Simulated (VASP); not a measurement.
Here is a VASP 6.6.1 calculation.

Contents of POSCAR:

```
Zr
1.0
   -1.8338185209      1.8338185209      1.8338185209
    1.8338185209     -1.8338185209      1.8338185209
    1.8338185209      1.8338185209     -1.8338185209
Zr
1
Direct
    0.0000000000      0.0000000000      0.0000000000
```

INCAR.step1

```
SYSTEM = Zr
  PREC = Accurate
  ENCUT = 550
  ISMEAR = -1
  SIGMA = 0.05
  LREAL = .FALSE.
  LASPH = .TRUE.
  NELM = 120
  NBANDS = 12
  GGA = PE
  ALGO = Normal
  EDIFF = 1E-5
  LWAVE = .TRUE.
  LCHARG = .FALSE.
  GGA_COMPAT = .FALSE.
```

The input INCAR.step2:

```
SYSTEM = Zr
  PREC = Accurate
  ENCUT = 550
  EDIFF = 1E-6
  ISMEAR = -1
  SIGMA = 0.05
  LREAL = .FALSE.
  LASPH = .TRUE.
  NELM = 120
  ALGO = Normal
  ISIF = 2
  LWAVE = .FALSE.
  LCHARG = .FALSE.
  METAGGA = R2SCAN
  LMIXTAU = .TRUE.
  NBANDS = 12
  ISTART = 1
  GGA_COMPAT = .FALSE.
```

Contents of KPOINTS:

```
Automatic mesh
0
G
  10 10 10
  0 0 0
```

Potentials or basis: VASP PAW PBE potentials, release 64 (Zr_sv).

Run with:

```bash
$ cat potpaw_PBE.64/Zr_sv/POTCAR > POTCAR
$ cp INCAR.step1 INCAR
$ mpirun -np 1 vasp_std > vasp.out
$ cp INCAR.step2 INCAR
$ mpirun -np 1 vasp_std > vasp.out
```

(1) What does it give for the pressure?

(2) Predict the band gap on the k mesh.

Answers

(1) -5.6 GPa.

(2) zero (band 6 reaches 9.39 eV, above the bottom of band 7 at 7.40 eV).

Caveat: the PAW data sets were made with another functional, which shifts forces and pressure a little.
